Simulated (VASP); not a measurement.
# Si2Cl (Fd-3m) in VASP: a series of runs, part 2 of 2

VASP 6.6.1. The steps go on from the part before.

### 3 Relaxation of cell and atoms, PBE

This run uses another cell than the first one, of 18.05 Å³/atom, 0.998 times its volume.

Contents of INCAR:

```
  PREC = Accurate
  ENCUT = 600
  EDIFF = 1E-6
  ISMEAR = 0
  SIGMA = 0.1
  LREAL = False
  LASPH = True
  NELM = 100
  ALGO = Normal
  ISIF = 3
  LWAVE = False
  LCHARG = False
  GGA = PE
  IBRION = 2
  NSW = 100
  EDIFFG = -0.01
```

Contents of KPOINTS:

```
Automatic mesh
0
Gamma
  8 8 8
```

Contents of POSCAR:

```
Si2Cl
1.0
    0.0000000000      3.7829958485      3.7829958485
    3.7829958485      0.0000000000      3.7829958485
    3.7829958485      3.7829958485      0.0000000000
Si Cl
4 2
Direct
    0.6250000000      0.6250000000      0.6250000000
    0.1250000000      0.6250000000      0.6250000000
    0.6250000000      0.6250000000      0.1250000000
    0.6250000000      0.1250000000      0.6250000000
    0.0000000000      0.0000000000      0.0000000000
    0.2500000000      0.2500000000      0.2500000000
```

Potentials or basis: VASP PAW PBE potentials, release 64 (Si, Cl).

Launch:

```console
> cat potpaw_PBE.64/Si/POTCAR potpaw_PBE.64/Cl/POTCAR > POTCAR
> mpirun -np 1 vasp_std > vasp.out
```

OUTCAR:

```text
PREC = Accurate
   ENCUT = 600
   EDIFF = 1E-6
   ISMEAR = 0
   LREAL = False
   LASPH = True
   NELM = 100
   ISIF = 3
   GGA = PE
   IBRION = 2
   NSW = 100
   EDIFFG = -0.01

 ion  position               nearest neighbor table
   1  0.625  0.625  0.625-   2 2.67   3 2.67   4 2.67   3 2.67   4 2.67   2 2.67
   2  0.125  0.625  0.625-   1 2.67   3 2.67   4 2.67   1 2.67   3 2.67   4 2.67
   3  0.625  0.625  0.125-   1 2.67   1 2.67   2 2.67   4 2.67   4 2.67   2 2.67
   4  0.625  0.125  0.625-   1 2.67   3 2.67   1 2.67   2 2.67   3 2.67   2 2.67
   5  0.000  0.000  0.000-
   6  0.250  0.250  0.250-

  LATTYP: Found a face centered cubic cell.
 ALAT       =     7.5659916970

  Lattice vectors:

 A1 = (   0.0000000000,   3.7829958485,   3.7829958485)
 A2 = (   3.7829958485,   0.0000000000,   3.7829958485)
 A3 = (   3.7829958485,   3.7829958485,   0.0000000000)

Analysis of symmetry for initial positions (statically):
[... 6 lines left out ...]

 Subroutine GETGRP returns: Found 48 space group operations
 (whereof 24 operations were pure point group operations)
 out of a pool of 48 trial point group operations.

The static configuration has the point symmetry T_d .
 The point group associated with its full space group is O_h .

Analysis of symmetry for dynamics (positions and initial velocities):
[... 6 lines left out ...]

 Subroutine GETGRP returns: Found 48 space group operations
 (whereof 24 operations were pure point group operations)
 out of a pool of 48 trial point group operations.

The dynamic configuration has the point symmetry T_d .
 The point group associated with its full space group is O_h .

 Subroutine INISYM returns: Found 48 space group operations
 (whereof 24 operations are pure point group operations),
 and found     1 'primitive' translations

----------------------------------------------------------------------------------------

                                     Primitive cell

  volume of cell :     108.2773

  direct lattice vectors                    reciprocal lattice vectors
     0.000000000  3.782995849  3.782995849    -0.132170380  0.132170380  0.132170380
     3.782995849  0.000000000  3.782995849     0.132170380 -0.132170380  0.132170380
     3.782995849  3.782995849  0.000000000     0.132170380  0.132170380 -0.132170380

  length of vectors
     5.349964035  5.349964035  5.349964035     0.228925814  0.228925814  0.228925814

  position of ions in fractional coordinates (direct lattice)
     0.625000000  0.625000000  0.625000000
     0.125000000  0.625000000  0.625000000
     0.625000000  0.625000000  0.125000000
     0.625000000  0.125000000  0.625000000
     0.000000000  0.000000000  0.000000000
     0.250000000  0.250000000  0.250000000

  ion indices of the primitive-cell ions
   primitive index   ion index
                 1           1
                 2           2
                 3           3
                 4           4
                 5           5
[... 104 lines left out ...]
 conjugate gradient relaxation of ions
 non-spin polarized calculation
 Gauss-broadening in eV      SIGMA  =   0.10
  energy-cutoff  :      600.00
  volume of cell :      108.28
 maximum number of plane-waves:      3695
 NGX is ok and might be reduce to    48
   NGX = 21   NGY = 21   NGZ = 21

--------------------------------------- Ionic step        1  -------------------------------------------

 number of electron      30.0000003 magnetization

 Free energy of the ion-electron system (eV)
  ---------------------------------------------------
  ext. energy  EPLUGINS =         0.00000000
  ---------------------------------------------------
  free energy    TOTEN  =       -22.08744288 eV

  energy without entropy =      -22.05650056  energy(sigma->0) =      -22.07197172

------------------------ aborting loop because EDIFF is reached ----------------------------------------

  FORCE on cell =-STRESS in cart. coord.  units (eV):
  Direction    XX          YY          ZZ          XY          YZ          ZX
  --------------------------------------------------------------------------------------
  -------------------------------------------------------------------------------------
  Total        0.0930468      0.0930468      0.0930468      0.0000000      0.0000000      0.0000000
  in kB        1.3768118      1.3768118      1.3768118      0.0000000      0.0000000      0.0000000
  external PRESSURE =       1.3768118 kB  Pullay stress =       0.0000000 kB

 VOLUME and BASIS-vectors are now :
 -----------------------------------------------------------------------------
  energy-cutoff  :      600.00
  volume of cell :      108.28
      direct lattice vectors                 reciprocal lattice vectors
     0.000000000  3.782995849  3.782995849    -0.132170380  0.132170380  0.132170380
     3.782995849  0.000000000  3.782995849     0.132170380 -0.132170380  0.132170380
     3.782995849  3.782995849  0.000000000     0.132170380  0.132170380 -0.132170380

 POSITION                                       TOTAL-FORCE (eV/Angst)
 -----------------------------------------------------------------------------------
      4.72874      4.72874      4.72874        -0.000000      0.000000     -0.000000
      4.72874      2.83725      2.83725        -0.000000      0.000000     -0.000000
      2.83725      2.83725      4.72874        -0.000000      0.000000     -0.000000
      2.83725      4.72874      2.83725        -0.000000      0.000000     -0.000000
      0.00000      0.00000      0.00000         0.000000      0.000000      0.000000
      1.89150      1.89150      1.89150        -0.000000     -0.000000     -0.000000
 -----------------------------------------------------------------------------------
    total drift:                               -0.000000     -0.000000     -0.000000

  FREE ENERGIE OF THE ION-ELECTRON SYSTEM (eV)
  ---------------------------------------------------
  free  energy   TOTEN  =       -22.0874428844 eV

  energy  without entropy=      -22.0565005604  energy(sigma->0) =      -22.07197172

--------------------------------------- Ionic step        2  -------------------------------------------

 number of electron      30.0000002 magnetization

 Free energy of the ion-electron system (eV)
  ---------------------------------------------------
  ext. energy  EPLUGINS =         0.00000000
  ---------------------------------------------------
  free energy    TOTEN  =       -22.08754494 eV

  energy without entropy =      -22.05645133  energy(sigma->0) =      -22.07199814

 E-fermi :   6.3377     XC(G=0): -10.2407

 val. band max:        6.3360398093   @ k =   0.2500   0.0000   0.0000
 cond. band min:       6.3489610486   @ k =  -0.2500   0.2500   0.0000
 fundamental gap:      0.0129212393
 Fermi energy:         6.3376823420

 k-point     1 :       0.0000    0.0000    0.0000
  band No.  band energies     occupation
      1      -9.4806      2.00000
      2      -8.2008      2.00000
      3      -4.1801      2.00000
      4       0.5361      2.00000
      5       1.2745      2.00000
      6       1.2745      2.00000
[... 505 lines left out ...]
      6       0.2145      2.00000
[... 11 lines left out ...]
     18       8.4171      0.00000
     19       8.8879      0.00000

 [... further k-points ...]
[... 5 lines left out ...]
  --------------------------------------------------------------------------------------
  -------------------------------------------------------------------------------------
  Total        0.0011067      0.0011067      0.0011067     -0.0000000      0.0000000      0.0000000
  in kB        0.0163384      0.0163384      0.0163384     -0.0000000      0.0000000      0.0000000
  external PRESSURE =       0.0163384 kB  Pullay stress =       0.0000000 kB

 VOLUME and BASIS-vectors are now :
 -----------------------------------------------------------------------------
  energy-cutoff  :      600.00
  volume of cell :      108.52
      direct lattice vectors                 reciprocal lattice vectors
     0.000000000  3.785826050  3.785826050    -0.132071573  0.132071573  0.132071573
     3.785826050 -0.000000000  3.785826050     0.132071573 -0.132071573  0.132071573
     3.785826050  3.785826050 -0.000000000     0.132071573  0.132071573 -0.132071573

 POSITION                                       TOTAL-FORCE (eV/Angst)
 -----------------------------------------------------------------------------------
      4.73228      4.73228      4.73228         0.000000      0.000000      0.000000
      4.73228      2.83937      2.83937         0.000000      0.000000      0.000000
      2.83937      2.83937      4.73228         0.000000      0.000000      0.000000
      2.83937      4.73228      2.83937         0.000000      0.000000      0.000000
      0.00000      3.78583      3.78583        -0.000000      0.000000     -0.000000
      1.89291      1.89291      1.89291        -0.000000     -0.000000      0.000000
 -----------------------------------------------------------------------------------
    total drift:                                0.000000      0.000000     -0.000000

  FREE ENERGIE OF THE ION-ELECTRON SYSTEM (eV)
  ---------------------------------------------------
  free  energy   TOTEN  =       -22.0875449374 eV

  energy  without entropy=      -22.0564513348  energy(sigma->0) =      -22.07199814

 reached required accuracy - stopping structural energy minimisation
```

Run time: 1.9 min. Hardware: 1 thread of Intel Xeon 6975P-C, shared host; peak memory 0.35 GiB.

What came out:

```
Free energy                            : -22.0875 eV
Relaxed volume                         : 18.09 Å³/atom
Relaxed cell                           : a = 5.354 Å, b = 5.354 Å, c = 5.354 Å, α = 60.00°, β = 60.00°, γ = 60.00°
Space group after relaxing (to 0.05 Å) : Fd-3m (No. 227)
Energy gained by relaxing              : 0.0 meV/atom
Ionic steps                            : 2
Pressure after relaxing                : 0.0 GPa
Band gap on the k mesh                 : zero (band 15 reaches 7.26 eV, above the bottom of band 16 at 5.78 eV)
```

Step by step:
```csv
step,energy change (eV),largest force (eV/Å),pressure (GPa),volume (Å³)
1,0.0000,0.0000,0.14,108.28
2,-0.0001,0.0000,0.00,108.52
```

Final structure:
```xyz
6
Lattice="0.0000 3.7858 3.7858 3.7858 0.0000 3.7858 3.7858 3.7858 0.0000" Properties=species:S:1:pos:R:3 pbc="T T T"
Si    4.7323    4.7323    4.7323
Si    4.7323    2.8394    2.8394
Si    2.8394    2.8394    4.7323
Si    2.8394    4.7323    2.8394
Cl    0.0000    3.7858    3.7858
Cl    1.8929    1.8929    1.8929
```

Levels at points of the mesh, in eV from the Fermi level:
```
           k point  band 11  band 12  band 13  band 14  band 15  band 16  band 17  band 18  band 19
(0.00, 0.00, 0.00)    -3.78    -3.78    -3.78    -1.09    -1.09     0.22     0.22     0.22     4.87
(0.50, 0.00, 0.00)    -2.50    -2.50    -1.55    -0.48    -0.48     1.51     1.99     1.99     2.82
(0.50, 0.50, 0.00)    -2.31    -2.31    -1.34    -1.34     0.92     0.92     1.20     1.20     1.72
```
